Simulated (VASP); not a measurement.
Wanted: the native input for a VASP 6.6.1 run.

```
Task                   : single point
Functional             : r2SCAN
Potentials or basis    : VASP PAW PBE potentials, release 64 (Be, S)
Cutoff                 : 520 eV
k mesh                 : 12 × 12 × 4
Occupations            : fermi-dirac, width 0.02 eV
Spin                   : no spin polarisation
Dipole correction      : no
Further INCAR settings : ALGO = Normal; EDIFF = 1e-07; NBANDS = 16
```

Crystal: BeS.

```
Be S
1.0
     3.46216    0.00000    0.00000
    -1.73108    2.99832    0.00000
     0.00000    0.00000    6.99243
Be S
2 2
Direct
  0.33333 0.66667 0.25000
  0.66667 0.33333 0.75000
  0.66667 0.33333 0.25000
  0.33333 0.66667 0.75000
```

These files were run (other wordings do the same):

POSCAR

```
BeS
1.0
    3.4621570814      0.0000000000      0.0000000000
   -1.7310785407      2.9983159844      0.0000000000
    0.0000000000      0.0000000000      6.9924280704
Be S
2 2
Direct
    0.3333333333      0.6666666667      0.2500000000
    0.6666666667      0.3333333333      0.7500000000
    0.6666666667      0.3333333333      0.2500000000
    0.3333333333      0.6666666667      0.7500000000
```

INCAR.step1

```
SYSTEM = BeS
  PREC = Accurate
  ENCUT = 520
  ISMEAR = -1
  SIGMA = 0.02
  LREAL = .False.
  LASPH = .True.
  NELM = 80
  NBANDS = 16
  GGA = PE
  ALGO = Normal
  EDIFF = 1E-4
  LWAVE = .True.
  LCHARG = .False.
```

INCAR.step2

```
SYSTEM = BeS
  PREC = Accurate
  ENCUT = 520
  EDIFF = 1E-7
  ISMEAR = -1
  SIGMA = 0.02
  LREAL = .False.
  LASPH = .True.
  NELM = 80
  ALGO = Normal
  ISIF = 2
  LWAVE = .False.
  LCHARG = .True.
  METAGGA = R2SCAN
  LMIXTAU = .True.
  LELF = .True.
  LVHAR = .True.
  NBANDS = 16
  ISTART = 1
```

KPOINTS

```
Automatic mesh
0
Gamma
  12 12 4
  0 0 0
```

Potentials or basis: VASP PAW PBE potentials, release 64 (Be, S).

The run is started by

```console
$ cat potpaw_PBE.64/Be/POTCAR potpaw_PBE.64/S/POTCAR > POTCAR
$ cp INCAR.step1 INCAR
$ mpirun -np 1 vasp_std > vasp.out
$ cp INCAR.step2 INCAR
$ mpirun -np 1 vasp_std > vasp.out
```

It gave:

```json
{
  "Pressure": "-0.1 GPa",
  "Band gap on the k mesh": "4.45 eV, indirect (least direct gap 4.66 eV)"
}
```

Caveat: the PAW data sets were made with another functional, which shifts forces and pressure a little.

Run time: 3.1 min on 1 thread of Intel(R) Xeon(R) Platinum 8488C (Sapphire Rapids), on a shared host, peak memory 0.22 GiB.
